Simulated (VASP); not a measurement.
Set up this calculation in VASP 6.6.1, as the native input.

```
Task                   : single point
Functional             : r2SCAN
Potentials or basis    : VASP PAW PBE potentials, release 64 (V_sv)
Cutoff                 : 520 eV
k mesh                 : 20 × 20 × 20
Occupations            : gaussian, width 0.1 eV
Spin                   : collinear spin, ferromagnetic start
Starting moments       : [0.24] μB
Dipole correction      : no
Further INCAR settings : ALGO = Normal; EDIFF = 1e-06; NBANDS = 16
```

The system is V.

```
CELL_PARAMETERS angstrom
-1.49120 1.49120 1.49120
1.49120 -1.49120 1.49120
1.49120 1.49120 -1.49120
ATOMIC_POSITIONS crystal
V 0.00000 0.00000 0.00000
```

One way to write it, as run:

POSCAR

```
V
1.0
   -1.4911995862      1.4911995862      1.4911995862
    1.4911995862     -1.4911995862      1.4911995862
    1.4911995862      1.4911995862     -1.4911995862
V
1
Direct
    0.0000000000      0.0000000000      0.0000000000
```

INCAR.step1

```
SYSTEM = V
PREC = Accurate
ENCUT = 520
ISMEAR = 0
SIGMA = 0.1
LREAL = .FALSE.
LASPH = .TRUE.
NELM = 150
ISPIN = 2
MAGMOM = 0.24
LMAXMIX = 4
NBANDS = 16
GGA = PE
ALGO = Normal
EDIFF = 1E-4
LWAVE = .TRUE.
LCHARG = .FALSE.
```

INCAR.step2

```
SYSTEM = V
PREC = Accurate
ENCUT = 520
EDIFF = 1E-6
ISMEAR = 0
SIGMA = 0.1
LREAL = .FALSE.
LASPH = .TRUE.
NELM = 150
ALGO = Normal
ISIF = 2
LWAVE = .FALSE.
LCHARG = .TRUE.
ISPIN = 2
MAGMOM = 0.24
LORBIT = 11
LMAXMIX = 4
METAGGA = R2SCAN
LMIXTAU = .TRUE.
LELF = .TRUE.
LVHAR = .TRUE.
NBANDS = 16
ISTART = 1
```

KPOINTS

```
regular mesh
0
G
  20 20 20
  0 0 0
```

Potentials or basis: VASP PAW PBE potentials, release 64 (V_sv).

Run with:

```bash
$ cat potpaw_PBE.64/V_sv/POTCAR > POTCAR
$ cp INCAR.step1 INCAR
$ mpirun -np 1 vasp_std > vasp.out
$ cp INCAR.step2 INCAR
$ mpirun -np 1 vasp_std > vasp.out
```

It gave:

```yaml
Pressure: 0.7 GPa
Net_moment: 0.00 μB per cell
Valence_electrons_inside_the_program's_atomic_spheres: V 11.65
```

Caveat: the PAW data sets were made with another functional, which shifts forces and pressure a little.

It took 6.8 min on 1 thread of Intel Xeon 8259CL, on a shared host, peak memory 0.2 GiB.
